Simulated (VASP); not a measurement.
# Ag (Fd-3m) in VASP: further runs, part 2 of 2

VASP 6.6.1.

### Step 4. Single point, LDA (volume scaled by 0.96)

Input file INCAR:

```
ALGO     = Normal         # electronic algorithm
EDIFF    = 1E-7           # SCF threshold, eV
ENCUT    = 520            # plane-wave cutoff, eV
ISIF     = 2              # what is computed and relaxed
ISMEAR   = -1             # smearing method
LASPH    = True           # aspherical terms in the spheres
LCHARG   = False          # write CHGCAR
LREAL    = False          # projectors in reciprocal space
LWAVE    = False          # write WAVECAR
NBANDS   = 18             # bands
NELM     = 60             # most SCF steps
PREC     = Accurate       # precision mode
SIGMA    = 0.1            # smearing width, eV
```

Input file KPOINTS:

```
k-points
0
Gamma
  10 10 10
```

Input file POSCAR:

```
Ag
1.0
    0.0000000000      2.9249412899      2.9249412899
    2.9249412899      0.0000000000      2.9249412899
    2.9249412899      2.9249412899      0.0000000000
Ag
2
Direct
    0.1250000000      0.1250000000      0.1250000000
    0.8750000000      0.8750000000      0.8750000000
```

Potentials or basis: VASP PAW LDA potentials, release 64 (Ag).

The run is started by

```sh
> cat potpaw_LDA.64/Ag/POTCAR > POTCAR
> mpirun -np 1 vasp_std > vasp.out
```

OUTCAR:

```text
EDIFF = 1E-7
   ENCUT = 520
   ISIF = 2
   ISMEAR = -1
   LASPH = True
   LREAL = False
   NELM = 60
   PREC = Accurate

 ion  position               nearest neighbor table
   1  0.125  0.125  0.125-   2 2.53   2 2.53   2 2.53   2 2.53
   2  0.875  0.875  0.875-   1 2.53   1 2.53   1 2.53   1 2.53

  LATTYP: Found a face centered cubic cell.
 ALAT       =     5.8498825798

  Lattice vectors:

 A1 = (   0.0000000000,   2.9249412899,   2.9249412899)
 A2 = (   2.9249412899,   0.0000000000,   2.9249412899)
 A3 = (   2.9249412899,   2.9249412899,   0.0000000000)

[... 671 lines left out ...]
      5      -0.6004      2.00000
      6      -0.2968      2.00000
[... 10 lines left out ...]
     17      19.1113      0.00000
     18      19.1456      0.00000

 [... further k-points ...]
[... 5 lines left out ...]
  --------------------------------------------------------------------------------------
  -------------------------------------------------------------------------------------
  Total        0.7474140      0.7474140      0.7474140      0.0000000     -0.0000000     -0.0000000
  in kB       23.9271155     23.9271155     23.9271155      0.0000000     -0.0000000     -0.0000000
  external PRESSURE =      23.9271155 kB  Pullay stress =       0.0000000 kB

 VOLUME and BASIS-vectors are now :
 -----------------------------------------------------------------------------
  energy-cutoff  :      520.00
  volume of cell :       50.05
      direct lattice vectors                 reciprocal lattice vectors
     0.000000000  2.924941290  2.924941290    -0.170943602  0.170943602  0.170943602
     2.924941290  0.000000000  2.924941290     0.170943602 -0.170943602  0.170943602
     2.924941290  2.924941290  0.000000000     0.170943602  0.170943602 -0.170943602

 POSITION                                       TOTAL-FORCE (eV/Angst)
 -----------------------------------------------------------------------------------
      0.73124      0.73124      0.73124         0.000000      0.000000      0.000000
      5.11865      5.11865      5.11865        -0.000000     -0.000000     -0.000000
 -----------------------------------------------------------------------------------
    total drift:                                0.000000      0.000000     -0.000000

  FREE ENERGIE OF THE ION-ELECTRON SYSTEM (eV)
  ---------------------------------------------------
  free  energy   TOTEN  =        -5.4454385518 eV

  energy  without entropy=       -5.4286180427  energy(sigma->0) =       -5.43702830
```

OSZICAR:

```text
N       E                     dE             d eps       ncg     rms          rms(c)
DAV:   1     0.116436214968E+03    0.11644E+03   -0.11114E+04  1692   0.114E+03
DAV:   2    -0.390380747325E+01   -0.12034E+03   -0.11449E+03  1772   0.245E+02
DAV:   3    -0.580075399807E+01   -0.18969E+01   -0.18914E+01  1936   0.348E+01
DAV:   4    -0.580915550664E+01   -0.84015E-02   -0.84009E-02  1904   0.225E+00
DAV:   5    -0.580926679984E+01   -0.11129E-03   -0.11129E-03  1910   0.271E-01    0.689E+00
DAV:   6    -0.546584420361E+01    0.34342E+00   -0.11664E+00  1892   0.100E+01    0.480E+00
DAV:   7    -0.545202571670E+01    0.13818E-01   -0.10605E-02  1798   0.853E-01    0.259E+00
DAV:   8    -0.544543299463E+01    0.65927E-02   -0.85617E-04  1884   0.224E-01    0.288E-02
DAV:   9    -0.544543557868E+01   -0.25841E-05   -0.25715E-05  1954   0.353E-02    0.138E-02
DAV:  10    -0.544543853195E+01   -0.29533E-05   -0.28035E-06  1902   0.150E-02    0.206E-03
DAV:  11    -0.544543855178E+01   -0.19826E-07   -0.29121E-08  1182   0.139E-03
   1 F= -.54454386E+01 E0= -.54370283E+01  d E =-.168205E-01
```

Wall time 35 s (1 thread of AMD EPYC 9R45 (Zen 5), shared host); peak memory 0.14 GiB.

What came out:

```yaml
Free_energy: -5.4454 eV
Pressure: 2.4 GPa
Band_gap_on_the_k_mesh: zero (band 11 reaches 4.35 eV, above the bottom of band 12 at 3.06 eV)
```

Levels at points of the mesh, in eV from the Fermi level:
```tsv
k point	band 9	band 10	band 11	band 12	band 13	band 14
(0.00, 0.00, 0.00)	-3.37	-2.54	-2.54	9.72	9.72	9.72
(0.50, 0.00, 0.00)	-2.63	-2.63	-1.01	-0.73	6.84	6.84
(0.50, 0.50, 0.00)	-2.49	-2.49	0.22	0.22	3.60	3.60
```

Caveat: the cell differs from its parent crystal (volume scaled by 0.96).

### Step 5. Single point, LDA

This run uses another cell than the first one, of 26.07 Å³/atom, 1.136 times its volume.

Input file INCAR:

```
PREC = Accurate
ENCUT = 520
EDIFF = 1E-7
ISMEAR = -1
SIGMA = 0.1
LREAL = False
LASPH = True
NELM = 100
ALGO = Normal
ISIF = 2
LWAVE = False
LCHARG = False
NBANDS = 18
```

Input file KPOINTS:

```
Automatic mesh
0
Gamma
  10 10 10
```

Input file POSCAR:

```
Ag
1.0
    0.0000000000      2.9650139584      2.9650139584
    2.9650139584      0.0000000000      2.9650139584
    2.9650139584      2.9650139584      0.0000000000
Ag
2
Direct
    0.1250000000      0.1250000000      0.1250000000
    0.8750000000      0.8750000000      0.8750000000
```

The run is started by

```sh
> cat potpaw_LDA.64/Ag/POTCAR > POTCAR
> mpirun -np 1 vasp_std > vasp.out
```

Wall time 30 s (1 thread of AMD EPYC 9R45 (Zen 5), shared host); peak memory 0.13 GiB.

Results (log left out):

- Free energy: -5.4612 eV
- Pressure: 0.0 GPa
- Band gap on the k mesh: zero (band 11 reaches 3.93 eV, above the bottom of band 12 at 2.64 eV)

Levels at points of the mesh, in eV from the Fermi level:
```tsv
k point	band 7	band 8	band 9	band 10	band 11	band 12	band 13	band 14	band 15	band 16
(0.00, 0.00, 0.00)	-3.30	-3.30	-3.30	-2.53	-2.53	9.42	9.42	9.42	10.04	10.04
(0.50, 0.00, 0.00)	-3.12	-3.12	-2.61	-2.61	-0.89	-0.76	6.67	6.67	9.60	10.29
(0.50, 0.50, 0.00)	-3.64	-3.64	-2.48	-2.48	0.20	0.20	3.58	3.58	7.63	7.63
```

### Step 6. Overview

```csv
cell,gap on the mesh (eV),pressure (GPa)
"a = 4.018 Å, angles 60.0°, 2 atoms",none,9.4
"a = 4.078 Å, angles 60.0°, 2 atoms",none,5.5
"a = 4.136 Å, angles 60.0°, 2 atoms",none,2.4
"a = 4.193 Å, angles 60.0°, 2 atoms",none,0.0
```

Alike in all rows: task single point; level LDA; potentials or basis VASP PAW LDA potentials, release 64 (Ag); no spin polarisation; k mesh 10 × 10 × 10; cutoff (eV) 520; smearing fermi-dirac 0.1 eV.

Total energies depend on the potentials used, so only differences within one code and one set of settings carry meaning.
